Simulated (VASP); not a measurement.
# Sn in VASP: a series of runs, part 2 of 2

VASP 6.6.1.

**3. Electric field gradients, LDA (equal xx and yy strain of -3 %)**

INCAR

```
SYSTEM = Sn
ALGO = Normal
EDIFF = 1E-8
ENCUT = 520
ISIF = 2
ISMEAR = -1
LASPH = .TRUE.
LCHARG = .FALSE.
LEFG = .TRUE.
LREAL = .FALSE.
LWAVE = .FALSE.
NBANDS = 21
NELM = 60
PREC = Accurate
SIGMA = 0.03
```

KPOINTS

```
k-points
0
G
  9 9 9
  0 0 0
```

POSCAR

```
Sn
1.0
    0.0000000000      3.1482320000      3.2456000000
    3.1482320000      0.0000000000      3.2456000000
    3.1482320000      3.1482320000      0.0000000000
Sn
2
Direct
    0.5000000000      0.5000000000      0.5000000000
    0.7500000000      0.7500000000      0.7500000000
```

Potentials or basis: VASP PAW LDA potentials, release 64 (Sn_d).

Command:

```sh
$ cat potpaw_LDA.64/Sn_d/POTCAR > POTCAR
$ mpirun -np 1 vasp_std > vasp.out
```

OUTCAR:

```text
SYSTEM = Sn
   EDIFF = 1E-8
   ENCUT = 520
   ISIF = 2
   ISMEAR = -1
   LASPH = .TRUE.
   LREAL = .FALSE.
   NELM = 60
   PREC = Accurate

 ion  position               nearest neighbor table
   1  0.500  0.500  0.500-   2 2.75   2 2.75   2 2.75   2 2.75
   2  0.750  0.750  0.750-   1 2.75   1 2.75   1 2.75   1 2.75

  LATTYP: Found a body centered tetragonal cell.
 ALAT       =     4.4522723919
 C/A-ratio  =     1.4579521262

  Lattice vectors:

 A1 = (  -3.1482320000,   0.0000000000,   3.2456000000)
 A2 = (   3.1482320000,   0.0000000000,   3.2456000000)
 A3 = (   0.0000000000,   3.1482320000,  -3.2456000000)

Analysis of symmetry for initial positions (statically):
=====================================================================
 Subroutine PRICEL returns:
 Original cell was already a primitive cell.

 Routine SETGRP: Setting up the symmetry group for a
 body centered tetragonal supercell.

 Subroutine GETGRP returns: Found 16 space group operations
 (whereof  8 operations were pure point group operations)
 out of a pool of 16 trial point group operations.

The static configuration has the point symmetry D_2d.
 The point group associated with its full space group is D_4h.

Analysis of symmetry for dynamics (positions and initial velocities):
=====================================================================
 Subroutine PRICEL returns:
 Original cell was already a primitive cell.

 Routine SETGRP: Setting up the symmetry group for a
 body centered tetragonal supercell.

 Subroutine GETGRP returns: Found 16 space group operations
 (whereof  8 operations were pure point group operations)
 out of a pool of 16 trial point group operations.

The dynamic configuration has the point symmetry D_2d.
 The point group associated with its full space group is D_4h.

 Subroutine INISYM returns: Found 16 space group operations
 (whereof  8 operations are pure point group operations),
 and found     1 'primitive' translations

----------------------------------------------------------------------------------------

                                     Primitive cell

  volume of cell :      64.3367

  direct lattice vectors                    reciprocal lattice vectors
     0.000000000  3.148232000  3.245600000    -0.158819299  0.158819299  0.154054720
     3.148232000  0.000000000  3.245600000     0.158819299 -0.158819299  0.154054720
     3.148232000  3.148232000  0.000000000     0.158819299  0.158819299 -0.154054720

  length of vectors
     4.521646170  4.521646170  4.452272392     0.272360049  0.272360049  0.272360049

  position of ions in fractional coordinates (direct lattice)
     0.500000000  0.500000000  0.500000000
     0.750000000  0.750000000  0.750000000

  ion indices of the primitive-cell ions
   primitive index   ion index
                 1           1
                 2           2

----------------------------------------------------------------------------------------

 KPOINTS: k-points

[... 66 lines left out ...]
   NELM   =     60;   NELMIN=  2; NELMDL= -5     # of ELM steps
   EDIFF  = 0.1E-07   stopping-criterion for ELM
   LREAL  =      F    real-space projection
   EDIFFG = 0.1E-06   stopping-criterion for IOM
   NSW    =      0    number of steps for IOM
   IBRION =     -1    ionic relax: 0-MD 1-quasi-New 2-CG
   NFREE  =      0    steps in history (QN), initial steepest desc. (CG)
   ISIF   =      2    stress and relaxation
   ISYM   =      2    0-nonsym 1-usesym 2-fastsym
   POTIM  = 0.5000    time-step for ionic-motion
   TEBEG  =    0.0;   TEEND  =   0.0 temperature during run
   PSTRESS=    0.0 pullay stress
   NELECT =      28.0000    total number of electrons
   NUPDOWN=      -1.0000    fix difference up-down
   EMIN   =  10.00;   EMAX   =-10.00  energy-range for DOS
   EFERMI =   0.00;   METHOD = LEGACY
   ISMEAR =    -1;   SIGMA  =   0.03  broadening in eV -4-tet -1-fermi 0-gaus
   EFERMI_NEDOS =   21; number of points for ismear=-14 and -15
   IALGO  =     38    algorithm
   IMIX   =      4    mixing-type and parameters
     AMIX     =   0.40;   BMIX     =  1.00
     AMIX_MAG =   1.60;   BMIX_MAG =  1.00
  volume/ion in A,a.u.               =      32.17       217.08
  Fermi-wavevector in a.u.,A,eV,Ry     =   1.240627  2.344446 20.941492  1.539156
  Thomas-Fermi vector in A             =   2.375060
   LORBIT       =      0    0 simple, 1 ext, 2 COOP (PROOUT), +10 PAW based schemes
   GGA     = CA    functional components
   LHFCALC =     F    Hartree Fock is set to
   AEXX    =    0.0000 exact exchange contribution
   IVDW    =     0    specifies the selected vdW correction
   LEPSILON=     F    determine dielectric tensor
   LRPA    =     F    only Hartree local field effects (RPA)
 non-spin polarized calculation
  energy-cutoff  :      520.00
  volume of cell :       64.34
 maximum number of plane-waves:      1754
 NGX is ok and might be reduce to    36
   NGX = 17   NGY = 17   NGZ = 17

 number of electron      28.0000009 magnetization

 Free energy of the ion-electron system (eV)
  ---------------------------------------------------
  ext. energy  EPLUGINS =         0.00000000
  ---------------------------------------------------
  free energy    TOTEN  =        -8.90455791 eV

  energy without entropy =       -8.90396857  energy(sigma->0) =       -8.90426324

 E-fermi :   6.0215     XC(G=0):  -9.4569

 val. band max:        5.9715273949   @ k =   0.0000   0.0000   0.0000
 cond. band min:       6.0599266958   @ k =   0.4444   0.0000   0.0000
 fundamental gap:      0.0883993008
 Fermi energy:         6.0214919010

 k-point     1 :       0.0000    0.0000    0.0000
  band No.  band energies     occupation
      1     -15.7209      2.00000
      2     -15.7209      2.00000
      3     -15.7055      2.00000
      4     -15.6492      2.00000
      5     -15.6418      2.00000
      6     -15.2937      2.00000
[... 565 lines left out ...]
     20      16.0949      0.00000
     21      16.6153      0.00000

 [... further k-points ...]
[... 5 lines left out ...]
  --------------------------------------------------------------------------------------
  -------------------------------------------------------------------------------------
  Total        1.2227042      1.2227042      0.7965205      0.0000000     -0.0000000      0.0000000
  in kB       30.4490362     30.4490362     19.8357701      0.0000000     -0.0000000      0.0000000
  external PRESSURE =      26.9112808 kB  Pullay stress =       0.0000000 kB

 VOLUME and BASIS-vectors are now :
 -----------------------------------------------------------------------------
  energy-cutoff  :      520.00
  volume of cell :       64.34
      direct lattice vectors                 reciprocal lattice vectors
     0.000000000  3.148232000  3.245600000    -0.158819299  0.158819299  0.154054720
     3.148232000  0.000000000  3.245600000     0.158819299 -0.158819299  0.154054720
     3.148232000  3.148232000  0.000000000     0.158819299  0.158819299 -0.154054720

 POSITION                                       TOTAL-FORCE (eV/Angst)
 -----------------------------------------------------------------------------------
      3.14823      3.14823      3.24560         0.000000      0.000000      0.000000
      4.72235      4.72235      4.86840        -0.000000     -0.000000      0.000000
 -----------------------------------------------------------------------------------
    total drift:                                0.000000      0.000000      0.000000

  FREE ENERGIE OF THE ION-ELECTRON SYSTEM (eV)
  ---------------------------------------------------
  free  energy   TOTEN  =        -8.9045579054 eV

  energy  without entropy=       -8.9039685729  energy(sigma->0) =       -8.90426324

 Electric field gradients (V/A^2)
---------------------------------------------------------------------
 ion       V_xx      V_yy      V_zz      V_xy      V_xz      V_yz
---------------------------------------------------------------------
   1       1.424     1.424    -2.849    -0.003    -0.001    -0.001
   2       1.424     1.424    -2.849    -0.003    -0.001    -0.001
---------------------------------------------------------------------

 Electric field gradients after diagonalization (V/A^2)
 (convention: |V_zz| > |V_xx| > |V_yy|)
----------------------------------------------------------------------
 ion       V_xx      V_yy      V_zz     asymmetry (V_yy - V_xx)/ V_zz
----------------------------------------------------------------------
   1       1.427     1.422    -2.849       0.002
   2       1.427     1.422    -2.849       0.002
----------------------------------------------------------------------

           NMR quadrupolar parameters

 Cq : quadrupolar parameter    Cq=e*Q*V_zz/h
 eta: asymmetry parameters     (V_yy - V_xx)/ V_zz
 Q  : nuclear electric quadrupole moment in mb (millibarn)
----------------------------------------------------------------------
 ion       Cq(MHz)       eta       Q (mb)
----------------------------------------------------------------------
   1      -0.007       0.002       1.000
   2      -0.007       0.002       1.000
----------------------------------------------------------------------
```

stdout:

```text
POSCAR found type information on POSCAR Sn
 POSCAR found :  1 types and       2 ions
 scaLAPACK will be used
 LDA part: xc-table for (Slater(with rela. corr.)+CA(PZ))
 , standard interpolation
 POSCAR, INCAR and KPOINTS ok, starting setup
 FFT: planning ... GRIDC
 FFT: planning ... GRID_SOFT
 FFT: planning ... GRID
 WAVECAR not read
 entering main loop
ion   1

ion   2
```

It took 72 s on 1 thread of Intel Xeon Platinum 8488C (Sapphire Rapids), shared host; peak memory 0.21 GiB.

Results:

| Item | Value |
| --- | --- |
| Free energy | -8.9046 eV |
| Pressure | 2.7 GPa |
| Band gap on the k mesh | zero (band 14 reaches 6.19 eV, above the bottom of band 15 at 6.06 eV) |

Stress tensor (GPa, compression positive):
```
3.04 0.00 0.00
0.00 3.04 0.00
0.00 0.00 1.98
```

Electric field gradients, principal values (V/Å²):
| atom | least | middle | greatest (by size) |
| --- | --- | --- | --- |
| 1 Sn | 1.422 | 1.427 | -2.849 |
| 2 Sn | 1.422 | 1.427 | -2.849 |

Caveat: the cell differs from its parent crystal (equal xx and yy strain of -3 %); without QUAD_EFG the Cq values of the log hold for a quadrupole moment of 1 mb, not for the nuclei; spin-orbit coupling is left out, which moves the levels of the heavy elements.
